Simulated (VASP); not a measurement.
MgO: single point with LDA

Crystal: MgO.

```xyz
2
Lattice="0.0000 2.0796 2.0796 2.0796 0.0000 2.0796 2.0796 2.0796 0.0000" Properties=species:S:1:pos:R:3 pbc="T T T"
Mg    0.0000    0.0000    0.0000
O     2.0796    2.0796    2.0796
```

| Item | Value |
| --- | --- |
| Program | VASP 6.6.1 |
| Task | single point |
| Functional | LDA |
| Potentials or basis | VASP PAW LDA potentials, release 64 (Mg, O) |
| Cutoff | 520 eV |
| k mesh | 10 × 10 × 10 |
| Occupations | gaussian, width 0.01 eV |
| Spin | no spin polarisation |

* Pressure: -1.7 GPa
* Band gap on the k mesh: 5.04 eV, direct

Levels at points of the mesh, in eV from the valence-band top:
```
           k point  band 2  band 3  band 4  band 5  band 6  band 7
(0.00, 0.00, 0.00)    0.00    0.00    0.00    5.04   15.73   15.73
(0.50, 0.00, 0.00)   -4.87   -0.71   -0.71    7.97   12.83   16.39
(0.50, 0.50, 0.00)   -4.31   -1.43   -1.43    8.92   10.12   13.30
```

Run time: 11 s on 1 thread of Intel Xeon 8259CL (shared host), peak memory 0.13 GiB.

LDA gaps usually lie below the measured ones, often by a third to a half.
